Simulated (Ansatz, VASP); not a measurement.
One calculation of InP, two programs

The input INCAR:

```
SYSTEM = InP
PREC = Accurate ; ENCUT = 520
EDIFF = 1E-6 ; ISMEAR = -1
SIGMA = 0.02 ; LREAL = .False.
LASPH = .True. ; NELM = 100
ALGO = Normal ; ISIF = 2
LWAVE = .False. ; LCHARG = .False.
GGA = PE ; NBANDS = 16
```

The input KPOINTS:

```
regular mesh
0
Gamma
  8 8 8
  0 0 0
```

File POSCAR:

```
InP
1.0
    0.0000000000      2.9791902107      2.9250818287
    2.9791902107      0.0000000000      2.9250818287
    2.9791902107      2.9791902107      0.0000000000
In P
1 1
Direct
    0.0000000000      0.0000000000      0.0000000000
    0.2500000000      0.2500000000      0.2500000000
```

Input for Ansatz:

```yaml
crystal:
  lattice:
    - [0.0, 2.9791902107, 2.9250818287]
    - [2.9791902107, 0.0, 2.9250818287]
    - [2.9791902107, 2.9791902107, 0.0]
  atoms:
    - { symbol: In, position: [0.0, 0.0, 0.0] }
    - { symbol: P, position: [0.25, 0.25, 0.25] }
kpoints:
  mp_grid: { grid: [8, 8, 8] }
  band_path:
    path:
      - [0.0, 0.0, 0.0]
      - [-0.5, -0.5, 0.0]
      - [-0.375, -0.375, 0.25]
      - [-0.375, 0.0, 0.375]
      - [0.0, 0.0, 0.5]
      - [-0.5, -0.25, 0.25]
    npoints: 1
hamiltonian:
  xc: pbe
scf:
  occupations: { method: fermi_dirac, width: 0.02 }
  n_extra_bands: 4
output:
  forces: true
  stress: true
  eigenvalues: true
```

Change from the starting cell: epitaxial_xy strain +0.9%.

Alike in both runs: task single point; functional PBE; k mesh 8 × 8 × 8; occupations fermi-dirac, width 0.02 eV; no spin polarisation.

|  | VASP | Ansatz |
| --- | --- | --- |
| version | VASP 6.6.1 | Ansatz 0.2.0 |
| potentials or method | VASP PAW PBE potentials, release 64 (In_d, P) | plane waves, PAW |
| plane-wave cutoff (eV) | 520 | 420 |
| valence electrons in the cell | 18 | 18 |

Ansatz gave:

* pressure (GPa): 1.2
* traceless stress, the component that is largest in VASP (GPa): 0.48

Q: Estimate VASP's values.

A: Pressure (GPa): 1.1; traceless stress, the component that is largest in VASP (GPa): 0.48.

With one functional, cell and mesh, what is left measures potentials, basis and numerics.
